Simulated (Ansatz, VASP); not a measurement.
**TaSi in VASP and in Ansatz**

```xyz
2
Lattice="0.0000 2.5705 2.5705 2.5705 0.0000 2.5705 2.5705 2.5705 0.0000" Properties=species:S:1:pos:R:3 pbc="T T T"
Ta    0.0000    0.0000    0.0000
Si    2.5705    2.5705    2.5705
```

Alike in both runs: task relaxation of cell and atoms; functional PBE; k mesh 13 × 13 × 13; occupations fermi-dirac, width 0.1 eV; no spin polarisation.

|  | VASP | Ansatz |
| --- | --- | --- |
| version | VASP 6.6.1 | Ansatz 0.2.0 |
| potentials or method | VASP PAW PBE potentials, release 64 (Ta_pv, Si) | PAW with Ansatz's default frozen-core files, scalar-relativistic |
| plane-wave cutoff (eV) | 600 | 420 |
| valence electrons in the cell | 15 | 17 |

Ansatz gave:

- relaxed volume (Å³/atom): 17.08
- relaxed length of the cell vector where the two differ most in proportion (Å): 3.642

Question: Estimate VASP's values.

Answer: Relaxed volume (Å³/atom): 17.09; relaxed length of the cell vector where the two differ most in proportion (Å): 3.643.

VASP's potentials hold 15 valence electrons a cell and Ansatz's 17, so a difference there can come from the potentials and not from the codes.

Neither program's run includes spin-orbit coupling.
